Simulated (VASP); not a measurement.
Here is a VASP 6.6.1 calculation.

File INCAR:

```
SYSTEM = N
ALGO = Normal ; EDIFF = 1E-7
ENCUT = 520 ; GGA = PE
ISIF = 2 ; ISMEAR = -1
LASPH = .True. ; LCHARG = .False.
LREAL = .False. ; LWAVE = .False.
NBANDS = 12 ; NELM = 100
PREC = Accurate ; SIGMA = 0.02
```

Contents of KPOINTS:

```
k-points
0
Gamma
  1 1 1
  0 0 0
```

POSCAR

```
N
1.0
    9.0000000000      0.0000000000      0.0000000000
    0.0000000000      9.5000000000      0.0000000000
    0.0000000000      0.0000000000     10.0000000000
N
2
Direct
    0.5000000000      0.5000000000      0.4448962402
    0.5000000000      0.5000000000      0.5551037598
```

Potentials or basis: VASP PAW PBE potentials, release 64 (N).

The run is started by

```sh
$ cat potpaw_PBE.64/N/POTCAR > POTCAR
$ mpirun -np 1 vasp_gam > vasp.out
```

(1) Predict the gap between the frontier levels.

(2) Predict the largest force.

Results:

(1) 8.20 eV.

(2) 1.753 eV/Å.

Caveat: the standard files for N, O and F lose accuracy on very short bonds.
